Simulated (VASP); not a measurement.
# Sc (Pm-3m) in VASP: a series of runs

The runs below take Sc through relaxation of cell and atoms, with PBE.

Everything below comes from runs of VASP 6.6.1. Logs are shortened: lines on timing, memory, paths and dates and some standing lists are left out, and cuts for length are marked.

### 1 The cell of the first run

It takes space group Pm-3m (No. 221, cubic). The conventional cell has a = 2.308 Å, b = 2.308 Å, c = 2.308 Å, α = 90.00°, β = 90.00°, γ = 90.00°. Sc (site symmetry m-3m) has 6 Sc at 2.31 Å within 3.0 Å.

### 2 Relaxation of cell and atoms, PBE, target pressure 89 GPa, at which the enthalpy is minimised

File INCAR:

```
PREC = Accurate
ENCUT = 600
EDIFF = 1E-6
ISMEAR = -1
SIGMA = 0.1
LREAL = F
LASPH = T
NELM = 60
ALGO = Normal
ISIF = 3
LWAVE = F
LCHARG = F
GGA = PE
IBRION = 2
NSW = 32
EDIFFG = -0.005
PSTRESS = 890.0
```

File KPOINTS:

```
Automatic mesh
0
Gamma
  16 16 16
```

File POSCAR:

```
Sc
1.0
    2.3075389340      0.0000000000      0.0000000000
    0.0000000000      2.3075389340      0.0000000000
    0.0000000000      0.0000000000      2.3075389340
Sc
1
Direct
    0.0000000000      0.0000000000      0.0000000000
```

Potentials or basis: VASP PAW PBE potentials, release 64 (Sc_sv).

Started as:

```bash
$ cat potpaw_PBE.64/Sc_sv/POTCAR > POTCAR
$ mpirun -np 1 vasp_std > vasp.out
```

OUTCAR:

```text
PREC = Accurate
   ENCUT = 600
   EDIFF = 1E-6
   ISMEAR = -1
   LREAL = F
   LASPH = T
   NELM = 60
   ISIF = 3
   GGA = PE
   IBRION = 2
   NSW = 32
   EDIFFG = -0.005
   PSTRESS = 890.0

 ion  position               nearest neighbor table
   1  0.000  0.000  0.000-

  LATTYP: Found a simple cubic cell.
 ALAT       =     2.3075389340

  Lattice vectors:

 A1 = (   2.3075389340,   0.0000000000,   0.0000000000)
 A2 = (   0.0000000000,   2.3075389340,   0.0000000000)
 A3 = (   0.0000000000,   0.0000000000,   2.3075389340)

Analysis of symmetry for initial positions (statically):
=====================================================================
 Subroutine PRICEL returns:
 Original cell was already a primitive cell.

 Routine SETGRP: Setting up the symmetry group for a
 simple cubic supercell.

 Subroutine GETGRP returns: Found 48 space group operations
 (whereof 48 operations were pure point group operations)
 out of a pool of 48 trial point group operations.

The static configuration has the point symmetry O_h .

Analysis of symmetry for dynamics (positions and initial velocities):
=====================================================================
 Subroutine PRICEL returns:
 Original cell was already a primitive cell.

 Routine SETGRP: Setting up the symmetry group for a
 simple cubic supercell.

 Subroutine GETGRP returns: Found 48 space group operations
 (whereof 48 operations were pure point group operations)
 out of a pool of 48 trial point group operations.

The dynamic configuration has the point symmetry O_h .

 Subroutine INISYM returns: Found 48 space group operations
 (whereof 48 operations are pure point group operations),
 and found     1 'primitive' translations

----------------------------------------------------------------------------------------

                                     Primitive cell

  volume of cell :      12.2870

  direct lattice vectors                    reciprocal lattice vectors
     2.307538934  0.000000000  0.000000000     0.433362135  0.000000000  0.000000000
     0.000000000  2.307538934  0.000000000     0.000000000  0.433362135  0.000000000
     0.000000000  0.000000000  2.307538934     0.000000000  0.000000000  0.433362135

  length of vectors
     2.307538934  2.307538934  2.307538934     0.433362135  0.433362135  0.433362135

  position of ions in fractional coordinates (direct lattice)
     0.000000000  0.000000000  0.000000000
[... 89 lines left out ...]
   EMIN   =  10.00;   EMAX   =-10.00  energy-range for DOS
   EFERMI =   0.00;   METHOD = LEGACY
   ISMEAR =    -1;   SIGMA  =   0.10  broadening in eV -4-tet -1-fermi 0-gaus
   EFERMI_NEDOS =   21; number of points for ismear=-14 and -15
   IALGO  =     38    algorithm
   IMIX   =      4    mixing-type and parameters
     AMIX     =   0.40;   BMIX     =  1.00
     AMIX_MAG =   1.60;   BMIX_MAG =  1.00
  volume/ion in A,a.u.               =      12.29        82.92
  Fermi-wavevector in a.u.,A,eV,Ry     =   1.577817  2.981642 33.871801  2.489507
  Thomas-Fermi vector in A             =   2.678442
   LORBIT       =      0    0 simple, 1 ext, 2 COOP (PROOUT), +10 PAW based schemes
   GGA     = PE    functional components
   LHFCALC =     F    Hartree Fock is set to
   AEXX    =    0.0000 exact exchange contribution
   IVDW    =     0    specifies the selected vdW correction
   LEPSILON=     F    determine dielectric tensor
   LRPA    =     F    only Hartree local field effects (RPA)
 conjugate gradient relaxation of ions
 non-spin polarized calculation
  energy-cutoff  :      600.00
  volume of cell :       12.29
 maximum number of plane-waves:       437
   NGX =  9   NGY =  9   NGZ =  9

--------------------------------------- Ionic step        1  -------------------------------------------

 number of electron      10.9999997 magnetization

 Free energy of the ion-electron system (eV)
  ---------------------------------------------------
  ext. energy  EPLUGINS =         0.00000000
  ---------------------------------------------------
  free energy    TOTEN  =        -3.31169110 eV

  energy without entropy =       -3.27503203  energy(sigma->0) =       -3.29336156

------------------------ aborting loop because EDIFF is reached ----------------------------------------

  FORCE on cell =-STRESS in cart. coord.  units (eV):
  Direction    XX          YY          ZZ          XY          YZ          ZX
  --------------------------------------------------------------------------------------
  -------------------------------------------------------------------------------------
  Total        7.0312484      7.0312484      7.0312484      0.0000000      0.0000000     -0.0000000
  in kB      916.8449738    916.8449738    916.8449738      0.0000000      0.0000000     -0.0000000
  external PRESSURE =      26.8449738 kB  Pullay stress =     890.0000000 kB
[... 61 lines left out ...]
--------------------------------------- Ionic step        3  -------------------------------------------

 number of electron      10.9999995 magnetization

 Free energy of the ion-electron system (eV)
  ---------------------------------------------------
  ext. energy  EPLUGINS =         0.00000000
  ---------------------------------------------------
  free energy    TOTEN  =        -3.37589524 eV

  energy without entropy =       -3.33897067  energy(sigma->0) =       -3.35743296

 E-fermi :   8.8620     XC(G=0): -12.9975

 val. band max:        8.8493419899   @ k =   0.3125   0.3125   0.0000
 cond. band min:       8.8839028498   @ k =   0.3125   0.2500   0.0625
 fundamental gap:      0.0345608599
 Fermi energy:         8.8620058709

 k-point     1 :       0.0000    0.0000    0.0000
  band No.  band energies     occupation
      1     -40.5850      2.00000
      2     -16.9603      2.00000
      3     -16.9603      2.00000
      4     -16.9603      2.00000
      5       3.8368      2.00000
      6       6.9193      2.00000
      7       6.9193      2.00000
      8      16.6455      0.00000
      9      16.6455      0.00000
[... 265 lines left out ...]
 k-point    24 :       0.5000    0.1250    0.0000
  band No.  band energies     occupation
      1     -39.6864      2.00000
      2     -20.5994      2.00000
      3     -17.1389      2.00000
      4     -16.5315      2.00000
      5       8.5475      1.91741
      6       8.7817      1.38120
      7       9.4968      0.00349
      8      12.7764      0.00000
      9      14.2114      0.00000

 [... further k-points ...]

------------------------ aborting loop because EDIFF is reached ----------------------------------------

  FORCE on cell =-STRESS in cart. coord.  units (eV):
  Direction    XX          YY          ZZ          XY          YZ          ZX
  --------------------------------------------------------------------------------------
  -------------------------------------------------------------------------------------
  Total        6.8872909      6.8872909      6.8872909      0.0000000      0.0000000      0.0000000
  in kB      889.8266073    889.8266073    889.8266073      0.0000000      0.0000000      0.0000000
  external PRESSURE =      -0.1733927 kB  Pullay stress =     890.0000000 kB
[... 20 lines left out ...]
  energy  without entropy=       -3.3389706730  energy(sigma->0) =       -3.35743296

  enthalpy is  TOTEN    =         3.5127377603 eV   P V=        6.8886330015

 reached required accuracy - stopping structural energy minimisation
```

CONTCAR:

```text
Sc
   1.00000000000000
     2.3146457943846581   -0.0000000000000000   -0.0000000000000000
     0.0000000000000000    2.3146457943846586    0.0000000000000000
     0.0000000000000000    0.0000000000000000    2.3146457943846581
  Sc
     1
Direct
     0.0000000000000000    0.0000000000000000    0.0000000000000000

  0.00000000E+00  0.00000000E+00  0.00000000E+00
```

Run time: 48 s. Hardware: 1 thread of Intel Xeon 8259CL, shared host; peak memory 0.14 GiB.

What came out:

```
Free energy                                            : -3.3759 eV
Relaxed volume                                         : 12.40 Å³/atom
Relaxed cell                                           : a = 2.315 Å, b = 2.315 Å, c = 2.315 Å, α = 90.00°, β = 90.00°, γ = 90.00°
Space group after relaxing (to 0.05 Å)                 : Pm-3m (No. 221)
Energy change on relaxing (the enthalpy is what falls) : -64.2 meV/atom
Ionic steps                                            : 3
Pressure after relaxing                                : 89.0 GPa
```

The path:
| step | energy change (eV) | largest force (eV/Å) | pressure (GPa) | volume (Å³) |
| --- | --- | --- | --- | --- |
| 1 | 0.0000 | 0.0000 | 91.68 | 12.29 |
| 2 | -0.2016 | 0.0000 | 83.16 | 12.66 |
| 3 | -0.0642 | 0.0000 | 88.98 | 12.40 |

Final structure:
```
CELL_PARAMETERS angstrom
2.31465 0.00000 0.00000
0.00000 2.31465 0.00000
0.00000 0.00000 2.31465
ATOMIC_POSITIONS crystal
Sc 0.00000 0.00000 0.00000
```

Caveat: the cell is relaxed towards a set pressure, so the enthalpy falls and the energy may rise.

### 3 Relaxation of cell and atoms, PBE, target pressure 89 GPa, at which the enthalpy is minimised

This run uses another cell than the first one, of 13.02 Å³/atom, 1.060 times its volume.

File INCAR:

```
ALGO = Normal ; EDIFF = 1E-7
EDIFFG = -0.005 ; ENCUT = 600
GGA = PE ; IBRION = 2
ISIF = 3 ; ISMEAR = -1
LASPH = T ; LCHARG = F
LREAL = F ; LWAVE = F
NELM = 60 ; NSW = 60
PREC = Accurate ; PSTRESS = 890.0
SIGMA = 0.1
```

File KPOINTS:

```
k-points
0
Gamma
  16 16 16
```

File POSCAR:

```
Sc
1.0
    2.3525492401      0.0000000000      0.0000000000
    0.0000000000      2.3525492401      0.0000000000
    0.0000000000      0.0000000000      2.3525492401
Sc
1
Direct
    0.0000000000      0.0000000000      0.0000000000
```

Potentials or basis: VASP PAW PBE potentials, release 64 (Sc_sv).

Started as:

```bash
$ cat potpaw_PBE.64/Sc_sv/POTCAR > POTCAR
$ mpirun -np 1 vasp_std > vasp.out
```

Run time: 83 s. Hardware: 1 thread of Intel Xeon 8259CL, shared host; peak memory 0.15 GiB.

Results (log left out):

* Free energy: -3.3768 eV
* Relaxed volume: 12.40 Å³/atom
* Relaxed cell: a = 2.315 Å, b = 2.315 Å, c = 2.315 Å, α = 90.00°, β = 90.00°, γ = 90.00°
* Space group after relaxing (to 0.05 Å): Pm-3m (No. 221)
* Energy change on relaxing (the enthalpy is what falls): +316.8 meV/atom
* Ionic steps: 4
* Pressure after relaxing: 89.0 GPa

Step by step:
```tsv
step	energy change (eV)	largest force (eV/Å)	pressure (GPa)	volume (Å³)
1	0.0000	0.0000	75.70	13.02
2	1.1928	0.0000	127.21	11.09
3	0.3039	0.0000	88.42	12.43
4	0.3168	0.0000	88.96	12.40
```

Final structure:
```yaml
crystal:
  lattice:
    - [2.31472, 0.00000, 0.00000]
    - [0.00000, 2.31472, 0.00000]
    - [0.00000, 0.00000, 2.31472]
  atoms:
    - { symbol: Sc, position: [0.00000, 0.00000, 0.00000] }
```

Levels at points of the mesh, in eV from the Fermi level:
```csv
k point,band 3,band 4,band 5,band 6,band 7,band 8
"(0.00, 0.00, 0.00)",-25.82,-25.82,-5.03,-1.94,-1.94,7.78
"(0.50, 0.00, 0.00)",-25.44,-25.44,-0.56,-0.47,1.85,3.78
"(0.50, 0.50, 0.00)",-28.82,-25.10,-5.07,1.14,4.74,4.74
"(0.50, 0.50, 0.50)",-28.21,-28.21,-2.36,-2.36,-2.36,8.76
```

Caveat: the cell is relaxed towards a set pressure, so the enthalpy falls and the energy may rise.
